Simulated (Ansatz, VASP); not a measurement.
# Sn in VASP and in Ansatz

INCAR

```
SYSTEM = Sn
PREC     = Accurate       ! precision mode
ENCUT    = 520            ! plane-wave cutoff, eV
EDIFF    = 1E-6           ! SCF threshold, eV
ISMEAR   = -1             ! smearing method
SIGMA    = 0.1            ! smearing width, eV
LREAL    = .False.        ! projectors in reciprocal space
LASPH    = .True.         ! aspherical terms in the spheres
NELM     = 60             ! most SCF steps
ALGO     = Normal         ! electronic algorithm
ISIF     = 2              ! what is computed and relaxed
LWAVE    = .False.        ! write WAVECAR
LCHARG   = .False.        ! write CHGCAR
GGA      = CA             ! functional
NBANDS   = 13             ! bands
```

Contents of KPOINTS:

```
regular mesh
0
Gamma
  13 13 13
  0 0 0
```

The input POSCAR:

```
Sn
1.0
   -1.9003258320      1.9003258320      1.9003258320
    1.9003258320     -1.9003258320      1.9003258320
    1.9003258320      1.9003258320     -1.9003258320
Sn
1
Direct
    0.0000000000      0.0000000000      0.0000000000
```

Input for Ansatz:

```yaml
crystal:
  lattice:
    - [-1.900325832, 1.900325832, 1.900325832]
    - [1.900325832, -1.900325832, 1.900325832]
    - [1.900325832, 1.900325832, -1.900325832]
  atoms:
    - { symbol: Sn, position: [0.0, 0.0, 0.0] }
hamiltonian:
  xc: lda
  pseudopotentials:
    kind: paw
    azcp:
      Sn: "pseudopotentials/Sn.paw.azcp"
basis:
  ecutwfc: 420
  fft_grid_basis: typed
kpoints:
  mp_grid: { grid: [13, 13, 13], shift: [0, 0, 0] }
magnetization:
  spin_polarized: false
scf:
  occupations: { method: fermi_dirac, width: 0.1 }
  lower_state_search: "off"
output:
  stress: true
```

Alike in both runs: task single point; functional LDA; k mesh 13 × 13 × 13; occupations fermi-dirac, width 0.1 eV; no spin polarisation.

|  | VASP | Ansatz |
| --- | --- | --- |
| version | VASP 6.6.1 | Ansatz 0.2.0 |
| potentials or method | VASP PAW LDA potentials, release 64 (Sn_d), cutoff 520 eV | plane waves (420 eV) with PAW, scalar-relativistic |
| valence electrons in the cell | 14 | 14 |

|  | VASP | Ansatz | Ansatz less VASP |
| --- | --- | --- | --- |
| pressure (GPa) | -3.6 | -3.6 | +0.03 |

Ansatz warns that its potentials were made for another functional, while VASP's fit it. LDA's correlation is that of Perdew and Zunger in VASP and of Perdew and Wang (1992) in Ansatz.
